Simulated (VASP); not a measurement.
# AlSn (P-6m2) in VASP: further runs

The runs below take AlSn through single point, with RPBE+D4.

All numbers are computed with VASP 6.6.1; they aren't measurements. Logs are shortened: lines on timing, memory, paths and dates and some standing lists are left out, and cuts for length are marked.

## (1) The cell of the first run

Symmetry: P-6m2, No. 187, hexagonal system. The conventional cell has a = 4.198 Å, b = 4.198 Å, c = 3.307 Å, α = 90.00°, β = 90.00°, γ = 120.00°. Within 3.9 Å of Sn (site symmetry -6m2) lie 6 Al at 2.93 Å and 2 Sn at 3.31 Å. Within 3.9 Å of Al (site symmetry -6m2) lie 6 Sn at 2.93 Å and 2 Al at 3.31 Å.

## (2) Single point, RPBE+D4 (25.24 Å³/atom)

Input file INCAR:

```
PREC = Accurate
ENCUT = 520
EDIFF = 1E-6
ISMEAR = 1
SIGMA = 0.2
LREAL = F
LASPH = T
NELM = 80
ALGO = Fast
ISIF = 2
LWAVE = F
LCHARG = T
GGA = RP
IVDW = 13
LELF = T
LVHAR = T
NBANDS = 16
```

Input file KPOINTS:

```
Automatic mesh
0
Gamma
  7 7 8
```

Input file POSCAR:

```
AlSn
1.0
    4.1981056157      0.0000000000      0.0000000000
   -2.0990528078      3.6356661109      0.0000000000
    0.0000000000      0.0000000000      3.3068470000
Sn Al
1 1
Direct
    0.3333333333      0.6666666667      0.5000000000
    0.0000000000      0.0000000000      0.0000000000
```

Potentials or basis: VASP PAW PBE potentials, release 64 (Sn_d, Al).

On the command line:

```
$ cat potpaw_PBE.64/Sn_d/POTCAR potpaw_PBE.64/Al/POTCAR > POTCAR
$ mpirun -np 1 vasp_std > vasp.out
```

OUTCAR:

```text
PREC = Accurate
   ENCUT = 520
   EDIFF = 1E-6
   ISMEAR = 1
   LREAL = F
   LASPH = T
   NELM = 80
   ISIF = 2
   GGA = RP
   IVDW = 13

 ion  position               nearest neighbor table
   1  0.333  0.667  0.500-   2 2.93   2 2.93   2 2.93   2 2.93   2 2.93   2 2.93
   2  0.000  0.000  0.000-   1 2.93   1 2.93   1 2.93   1 2.93   1 2.93   1 2.93

  LATTYP: Found a hexagonal cell.
 ALAT       =     4.1981056157
 C/A-ratio  =     0.7876998110

  Lattice vectors:

 A1 = (   4.1981056157,   0.0000000000,   0.0000000000)
 A2 = (  -2.0990528078,   3.6356661109,   0.0000000000)
 A3 = (   0.0000000000,   0.0000000000,   3.3068470000)

Analysis of symmetry for initial positions (statically):
=====================================================================
 Subroutine PRICEL returns:
 Original cell was already a primitive cell.

 Routine SETGRP: Setting up the symmetry group for a
 hexagonal supercell.

 Subroutine GETGRP returns: Found 12 space group operations
 (whereof 12 operations were pure point group operations)
 out of a pool of 24 trial point group operations.

The static configuration has the point symmetry D_3h.

Analysis of symmetry for dynamics (positions and initial velocities):
=====================================================================
 Subroutine PRICEL returns:
 Original cell was already a primitive cell.

 Routine SETGRP: Setting up the symmetry group for a
 hexagonal supercell.

 Subroutine GETGRP returns: Found 12 space group operations
 (whereof 12 operations were pure point group operations)
 out of a pool of 24 trial point group operations.

The dynamic configuration has the point symmetry D_3h.

 Subroutine INISYM returns: Found 12 space group operations
 (whereof 12 operations are pure point group operations),
 and found     1 'primitive' translations

----------------------------------------------------------------------------------------

                                     Primitive cell

  volume of cell :      50.4721

  direct lattice vectors                    reciprocal lattice vectors
     4.198105616  0.000000000  0.000000000     0.238202678  0.137526380  0.000000000
    -2.099052808  3.635666111  0.000000000     0.000000000  0.275052760  0.000000000
     0.000000000  0.000000000  3.306847000     0.000000000  0.000000000  0.302402863

  length of vectors
     4.198105616  4.198105616  3.306847000     0.275052760  0.275052760  0.302402863

  position of ions in fractional coordinates (direct lattice)
     0.333333333  0.666666667  0.500000000
     0.000000000  0.000000000  0.000000000

  ion indices of the primitive-cell ions
   primitive index   ion index
                 1           1
                 2           2

----------------------------------------------------------------------------------------

 KPOINTS: Automatic mesh

Automatic generation of k-mesh.
 Grid dimensions read from file:
 generate k-points for:    7    7    8

 Generating k-lattice:

  Cartesian coordinates                     Fractional coordinates (reciprocal lattice)
     0.034028954  0.019646626  0.000000000     0.142857143  0.000000000  0.000000000
     0.000000000  0.039293251  0.000000000     0.000000000  0.142857143  0.000000000
     0.000000000  0.000000000  0.037800358     0.000000000  0.000000000  0.125000000

  Length of vectors
     0.039293251  0.039293251  0.037800358

  Shift w.r.t. Gamma in fractional coordinates (k-lattice)
     0.000000000  0.000000000  0.000000000

 Subroutine IBZKPT returns following result:
 ===========================================

 Found     40 irreducible k-points:

 Following reciprocal coordinates:
            Coordinates               Weight
  0.000000  0.000000  0.000000      1.000000
  0.142857  0.000000  0.000000      6.000000
  0.285714  0.000000  0.000000      6.000000
  0.428571  0.000000  0.000000      6.000000
  0.142857  0.142857  0.000000      6.000000
  0.285714  0.142857  0.000000     12.000000
[... 16 lines left out ...]
  0.428571  0.142857  0.250000     12.000000
  0.285714  0.285714  0.250000     12.000000
 [... further k-points ...]
   k-points           NKPTS =     40   k-points in BZ     NKDIM =     40   number of bands    NBANDS=     16
   number of dos      NEDOS =    301   number of ions     NIONS =      2
   total plane-waves  NPLWV =  28672
   dimension x,y,z NGX =    32 NGY =   32 NGZ =   28
   dimension x,y,z NGXF=    64 NGYF=   64 NGZF=   56
   ions per type =               1   1
   NGX,Y,Z   is equivalent  to a cutoff of  12.67, 12.67, 14.08 a.u.
   NGXF,Y,Z  is equivalent  to a cutoff of  25.34, 25.34, 28.15 a.u.
 SYSTEM =  unknown system
   PREC   = accura    normal or accurate (medium, high low for compatibility)
   ISTART =      0    job   : 0-new  1-cont  2-samecut
   ICHARG =      2    charge: 1-file 2-atom 10-const
   ISPIN  =      1    spin polarized calculation?
   LNONCOLLINEAR =      F non collinear calculations
   LSORBIT =      F    spin-orbit coupling
   LASPH  =      T    aspherical Exc in radial PAW
   ENCUT  =  520.0 eV  38.22 Ry    6.18 a.u.   7.81  7.81  6.15*2*pi/ulx,y,z
   NELM   =     80;   NELMIN=  2; NELMDL= -5     # of ELM steps
   EDIFF  = 0.1E-05   stopping-criterion for ELM
   LREAL  =      F    real-space projection
   EDIFFG = 0.1E-04   stopping-criterion for IOM
   NSW    =      0    number of steps for IOM
   IBRION =     -1    ionic relax: 0-MD 1-quasi-New 2-CG
   NFREE  =      0    steps in history (QN), initial steepest desc. (CG)
   ISIF   =      2    stress and relaxation
   ISYM   =      2    0-nonsym 1-usesym 2-fastsym
   POTIM  = 0.5000    time-step for ionic-motion
   TEBEG  =    0.0;   TEEND  =   0.0 temperature during run
   PSTRESS=    0.0 pullay stress
   NELECT =      17.0000    total number of electrons
   NUPDOWN=      -1.0000    fix difference up-down
   EMIN   =  10.00;   EMAX   =-10.00  energy-range for DOS
   EFERMI =   0.00;   METHOD = LEGACY
   ISMEAR =     1;   SIGMA  =   0.20  broadening in eV -4-tet -1-fermi 0-gaus
   EFERMI_NEDOS =   21; number of points for ismear=-14 and -15
   IALGO  =     68    algorithm
   IMIX   =      4    mixing-type and parameters
     AMIX     =   0.40;   BMIX     =  1.00
     AMIX_MAG =   1.60;   BMIX_MAG =  1.00
  volume/ion in A,a.u.               =      25.24       170.30
  Fermi-wavevector in a.u.,A,eV,Ry     =   1.139044  2.152482 17.652500  1.297422
  Thomas-Fermi vector in A             =   2.275748
   LORBIT       =      0    0 simple, 1 ext, 2 COOP (PROOUT), +10 PAW based schemes
   GGA     = RP    functional components
   LHFCALC =     F    Hartree Fock is set to
   AEXX    =    0.0000 exact exchange contribution
   IVDW    =    13    specifies the selected vdW correction
   LEPSILON=     F    determine dielectric tensor
   LRPA    =     F    only Hartree local field effects (RPA)
 non-spin polarized calculation
 RMM-DIIS sequential band-by-band and
 Methfessel and Paxton  Order N= 1 SIGMA  =   0.20
  energy-cutoff  :      520.00
  volume of cell :       50.47
 maximum number of plane-waves:      1374
 NGX is ok and might be reduce to    32
   NGX = 15   NGY = 15   NGZ = 13

 number of electron      16.9999999 magnetization

 Free energy of the ion-electron system (eV)
  ---------------------------------------------------
  ext. energy  EPLUGINS =         0.00000000
  ---------------------------------------------------
  free energy    TOTEN  =        -6.58776530 eV

  energy without entropy =       -6.59145580  energy(sigma->0) =       -6.58899547

 E-fermi :   6.5634     XC(G=0):  -9.4842

 val. band max:        6.5356218674   @ k =   0.0000   0.0000   0.1250
 cond. band min:       6.7092087535   @ k =   0.4286   0.1429   0.5000
 fundamental gap:      0.1735868861
 Fermi energy:         6.5634241567

 k-point     1 :       0.0000    0.0000    0.0000
  band No.  band energies     occupation
      1     -14.8856      2.00000
      2     -14.7834      2.00000
      3     -14.7834      2.00000
      4     -14.7622      2.00000
      5     -14.7622      2.00000
      6      -3.9061      2.00000
[... 8 lines left out ...]
     15      18.1968      0.00000
     16      19.2940      0.00000

 k-point     2 :       0.1429    0.0000    0.0000
  band No.  band energies     occupation
      1     -14.8840      2.00000
      2     -14.7838      2.00000
      3     -14.7797      2.00000
      4     -14.7634      2.00000
      5     -14.7626      2.00000
      6      -3.6948      2.00000
[... 8 lines left out ...]
     15      16.6826      0.00000
     16      18.9896      0.00000

 k-point     3 :       0.2857    0.0000    0.0000
  band No.  band energies     occupation
      1     -14.8806      2.00000
      2     -14.7847      2.00000
      3     -14.7715      2.00000
      4     -14.7661      2.00000
      5     -14.7633      2.00000
      6      -3.0859      2.00000
[... 8 lines left out ...]
     15      16.2147      0.00000
     16      17.9658      0.00000

 k-point     4 :       0.4286    0.0000    0.0000
  band No.  band energies     occupation
      1     -14.8781      2.00000
      2     -14.7854      2.00000
      3     -14.7682      2.00000
      4     -14.7648      2.00000
      5     -14.7639      2.00000
      6      -2.2658      2.00000
[... 8 lines left out ...]
     15      15.9292      0.00000
     16      17.5931      0.00000

 k-point     5 :       0.1429    0.1429    0.0000
  band No.  band energies     occupation
      1     -14.8815      2.00000
      2     -14.7839      2.00000
      3     -14.7744      2.00000
      4     -14.7652      2.00000
      5     -14.7632      2.00000
      6      -3.2828      2.00000
[... 8 lines left out ...]
     15      15.8344      0.00000
     16      18.0778      0.00000

 k-point     6 :       0.2857    0.1429    0.0000
  band No.  band energies     occupation
      1     -14.8785      2.00000
      2     -14.7833      2.00000
      3     -14.7685      2.00000
      4     -14.7672      2.00000
      5     -14.7642      2.00000
      6      -2.5315      2.00000
[... 8 lines left out ...]
     15      16.1277      0.00000
     16      17.6043      0.00000

 k-point     7 :       0.4286    0.1429    0.0000
  band No.  band energies     occupation
      1     -14.8771      2.00000
      2     -14.7829      2.00000
      3     -14.7681      2.00000
      4     -14.7659      2.00000
      5     -14.7647      2.00000
      6      -1.9435      2.00000
[... 8 lines left out ...]
     15      15.1592      0.00000
     16      16.9165      0.00000

 k-point     8 :       0.2857    0.2857    0.0000
  band No.  band energies     occupation
      1     -14.8765      2.00000
      2     -14.7789      2.00000
      3     -14.7695      2.00000
      4     -14.7674      2.00000
      5     -14.7657      2.00000
      6      -1.8322      2.00000
[... 8 lines left out ...]
     15      15.5371      0.00000
     16      16.0904      0.00000

 k-point     9 :       0.0000    0.0000    0.1250
  band No.  band energies     occupation
      1     -14.8600      2.00000
      2     -14.7823      2.00000
      3     -14.7823      2.00000
      4     -14.7716      2.00000
      5     -14.7716      2.00000
      6      -3.6869      2.00000
[... 8 lines left out ...]
     15      16.9589      0.00000
     16      16.9798      0.00000
[... 172 lines left out ...]
 k-point    19 :       0.2857    0.0000    0.2500
  band No.  band energies     occupation
      1     -14.8005      2.00000
      2     -14.7958      2.00000
      3     -14.7939      2.00000
      4     -14.7786      2.00000
      5     -14.7679      2.00000
      6      -2.2121      2.00000
[... 8 lines left out ...]
     15      15.3553      0.00000
     16      17.9907      0.00000

 k-point    20 :       0.4286    0.0000    0.2500
  band No.  band energies     occupation
      1     -14.8038      2.00000
      2     -14.7966      2.00000
      3     -14.7932      2.00000
      4     -14.7766      2.00000
      5     -14.7615      2.00000
      6      -1.3997      2.00000
[... 8 lines left out ...]
     15      16.5444      0.00000
     16      19.0363      0.00000

 k-point    21 :       0.1429    0.1429    0.2500
  band No.  band energies     occupation
      1     -14.7990      2.00000
      2     -14.7958      2.00000
      3     -14.7939      2.00000
      4     -14.7793      2.00000
      5     -14.7703      2.00000
      6      -2.4079      2.00000
[... 8 lines left out ...]
     15      16.7208      0.00000
     16      17.0206      0.00000

 k-point    22 :       0.2857    0.1429    0.2500
  band No.  band energies     occupation
      1     -14.8023      2.00000
      2     -14.7972      2.00000
      3     -14.7913      2.00000
      4     -14.7775      2.00000
      5     -14.7646      2.00000
      6      -1.6615      2.00000
[... 8 lines left out ...]
     15      16.9649      0.00000
     16      18.4042      0.00000

 k-point    23 :       0.4286    0.1429    0.2500
  band No.  band energies     occupation
      1     -14.8038      2.00000
      2     -14.7978      2.00000
      3     -14.7907      2.00000
      4     -14.7756      2.00000
      5     -14.7625      2.00000
      6      -1.0819      2.00000
[... 8 lines left out ...]
     15      17.0064      0.00000
     16      19.2382      0.00000

 k-point    24 :       0.2857    0.2857    0.2500
  band No.  band energies     occupation
      1     -14.8026      2.00000
      2     -14.7995      2.00000
      3     -14.7879      2.00000
      4     -14.7742      2.00000
      5     -14.7657      2.00000
      6      -0.9707      2.00000
[... 8 lines left out ...]
     15      18.7275      0.00000
     16      18.7953      0.00000

 [... further k-points ...]

------------------------ aborting loop because EDIFF is reached ----------------------------------------

  DFT-D4 for vdW energy calculation

  Edisp (eV):   -1.20153

  FORCE on cell =-STRESS in cart. coord.  units (eV):
  Direction    XX          YY          ZZ          XY          YZ          ZX
  --------------------------------------------------------------------------------------
  -------------------------------------------------------------------------------------
  Total      -0.86729    -0.86729    -0.55279    -0.00000     0.00000     0.00000
  in kB     -27.53101   -27.53101   -17.54772    -0.00000     0.00000     0.00000
  external pressure =      -24.20 kB  Pullay stress =        0.00 kB

 VOLUME and BASIS-vectors are now :
 -----------------------------------------------------------------------------
  energy-cutoff  :      520.00
  volume of cell :       50.47
      direct lattice vectors                 reciprocal lattice vectors
     4.198105616  0.000000000  0.000000000     0.238202678  0.137526380  0.000000000
    -2.099052808  3.635666111  0.000000000     0.000000000  0.275052760  0.000000000
     0.000000000  0.000000000  3.306847000     0.000000000  0.000000000  0.302402863

 POSITION                                       TOTAL-FORCE (eV/Angst)
 -----------------------------------------------------------------------------------
     -0.00000      2.42378      1.65342        -0.000000      0.000000      0.000000
      0.00000      0.00000      0.00000         0.000000      0.000000      0.000000
 -----------------------------------------------------------------------------------
    total drift:                                0.000000     -0.000000     -0.000000

  FREE ENERGIE OF THE ION-ELECTRON SYSTEM (eV)
  ---------------------------------------------------
  free  energy   TOTEN  =        -7.7892946054 eV

  energy  without entropy=       -7.7929851059  energy(sigma->0) =       -7.79052477
```

Wall time 21 s (1 thread of Intel Xeon Platinum 8488C (Sapphire Rapids), shared host); peak memory 0.18 GiB.

Results:

```yaml
Free_energy: -7.7893 eV
Pressure: -2.4 GPa
Band_gap_on_the_k_mesh: zero (an odd number of electrons rules out a gap without spin polarisation)
Dispersion_energy_per_atom: -0.601 eV
```

Caveat: the PAW data sets were made with another functional, which shifts forces and pressure a little; spin-orbit coupling is left out, which moves the levels of the heavy elements.

## (3) Single point, RPBE+D4 (25.74 Å³/atom)

This run uses another cell than the first one, of 25.74 Å³/atom.

Input file INCAR:

```
ALGO     = Normal         # electronic algorithm
EDIFF    = 1E-6           # SCF threshold, eV
ENCUT    = 520            # plane-wave cutoff, eV
GGA      = RP             # functional
ISIF     = 2              # what is computed and relaxed
ISMEAR   = 1              # smearing method
IVDW     = 13             # dispersion correction
LASPH    = T              # aspherical terms in the spheres
LCHARG   = F              # write CHGCAR
LREAL    = F              # projectors in reciprocal space
LWAVE    = F              # write WAVECAR
NBANDS   = 16             # bands
NELM     = 60             # most SCF steps
PREC     = Accurate       # precision mode
SIGMA    = 0.2            # smearing width, eV
```

Input file KPOINTS:

```
k-points
0
Gamma
  7 7 8
```

Input file POSCAR:

```
AlSn
1.0
    4.2259084499      0.0000000000      0.0000000000
   -2.1129542249      3.6597440716      0.0000000000
    0.0000000000      0.0000000000      3.3287472872
Sn Al
1 1
Direct
    0.3333333333      0.6666666667      0.5000000000
    0.0000000000      0.0000000000      0.0000000000
```

Potentials or basis: VASP PAW PBE potentials, release 64 (Sn_d, Al).

On the command line:

```
$ cat potpaw_PBE.64/Sn_d/POTCAR potpaw_PBE.64/Al/POTCAR > POTCAR
$ mpirun -np 1 vasp_std > vasp.out
```

It took 17 s on 1 thread of Intel Xeon Platinum 8488C (Sapphire Rapids), shared host; peak memory 0.19 GiB.

The run converged. Its results:

| Property | Result |
| --- | --- |
| Free energy | -7.7713 eV |
| Pressure | -3.3 GPa |
| Band gap on the k mesh | zero (an odd number of electrons rules out a gap without spin polarisation) |
| Dispersion energy per atom | -0.589 eV |

Stress tensor (GPa, compression positive):
```
-3.54  0.00  0.00
 0.00 -3.54  0.00
 0.00  0.00 -2.81
```

Levels at points of the mesh, in eV from the Fermi level:
```tsv
k point	band 5	band 6	band 7	band 8	band 9	band 10	band 11	band 12
(0.00, 0.00, 0.00)	-21.31	-10.33	-0.24	-0.24	0.62	2.56	3.07	3.07
(0.00, 0.00, 0.50)	-21.26	-7.36	-6.15	2.66	2.66	3.50	3.50	3.66
```

Caveat: the cell stands under tension; the PAW data sets were made with another functional, which shifts forces and pressure a little; spin-orbit coupling is left out, which moves the levels of the heavy elements.
